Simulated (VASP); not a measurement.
Input of a VASP 6.6.1 run:

The input INCAR:

```
ALGO = Normal
EDIFF = 1E-6
ENCUT = 520
GGA = PE
ISIF = 2
ISMEAR = 0
LASPH = T
LCHARG = F
LREAL = F
LWAVE = F
NBANDS = 16
NELM = 100
PREC = Accurate
SIGMA = 0.1
```

The input KPOINTS:

```
k-points
0
Gamma
  15 15 14
```

The input POSCAR:

```
TiB2
1.0
    3.0323812148      0.0000000000      0.0000000000
   -1.5161906074      2.6261191660      0.0000000000
    0.0000000000      0.0000000000      3.2238386905
Ti B
1 2
Direct
    0.0000000000      0.0000000000      0.0000000000
    0.3333333333      0.6666666667      0.5000000000
    0.6666666667      0.3333333333      0.5000000000
```

Potentials or basis: VASP PAW PBE potentials, release 64 (Ti_sv, B).

Run with:

```sh
$ cat potpaw_PBE.64/Ti_sv/POTCAR potpaw_PBE.64/B/POTCAR > POTCAR
$ mpirun -np 1 vasp_std > vasp.out
```

Question: What does it give for the band gap on the k mesh?

Answer: Zero (band 9 reaches 10.39 eV, above the bottom of band 10 at 9.80 eV).

Question: Estimate the pressure.

Answer: 0.2 GPa.
